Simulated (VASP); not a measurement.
Write the native input for VASP 6.6.1 that does the following.

| Item | Value |
| --- | --- |
| Task | single point |
| Functional | RPBE |
| Potentials or basis | VASP PAW PBE potentials, release 64 (V_sv) |
| Cutoff | 520 eV |
| k mesh | 15 × 15 × 4 |
| Occupations | fermi-dirac, width 0.1 eV |
| Spin | no spin polarisation |
| Dipole correction | no |
| Further INCAR settings | ALGO = Normal; EDIFF = 1e-06; NBANDS = 34 |

The structure of V lies in POSCAR:

```
V
1.0
    2.6219325173      0.0000000000      0.0000000000
   -1.3109662586      2.2706601670      0.0000000000
    0.0000000000      0.0000000000      9.1671055759
V
4
Direct
    0.0000000000      0.0000000000      1.0000000000
    1.0000000000      0.0000000000      0.5000000000
    0.3333333333      0.6666666667      0.2500000000
    0.6666666667      0.3333333333      0.7500000000
```

This isn't the form of V at room conditions, which is bcc.

One way to write it, as run:

INCAR

```
PREC     = Accurate       # precision mode
ENCUT    = 520            # plane-wave cutoff, eV
EDIFF    = 1E-6           # SCF threshold, eV
ISMEAR   = -1             # smearing method
SIGMA    = 0.1            # smearing width, eV
LREAL    = False          # projectors in reciprocal space
LASPH    = True           # aspherical terms in the spheres
NELM     = 80             # most SCF steps
ALGO     = Normal         # electronic algorithm
ISIF     = 2              # what is computed and relaxed
LWAVE    = False          # write WAVECAR
LCHARG   = False          # write CHGCAR
GGA      = RP             # functional
NBANDS   = 34             # bands
```

KPOINTS

```
regular mesh
0
Gamma
  15 15 4
```

Potentials or basis: VASP PAW PBE potentials, release 64 (V_sv).

The run is started by

```bash
$ cat potpaw_PBE.64/V_sv/POTCAR > POTCAR
$ mpirun -np 1 vasp_std > vasp.out
```

Results of the run:

The pressure is 7.5 GPa and the band gap on the k mesh is zero (bands 26 and 27 overlap by 1.00 eV).

Caveat: the cell stands under pressure; the PAW data sets were made with another functional, which shifts forces and pressure a little.

It took 70 s on 1 thread of Intel(R) Xeon(R) 6975P-C (Granite Rapids), with other jobs on the host, peak memory 0.23 GiB.
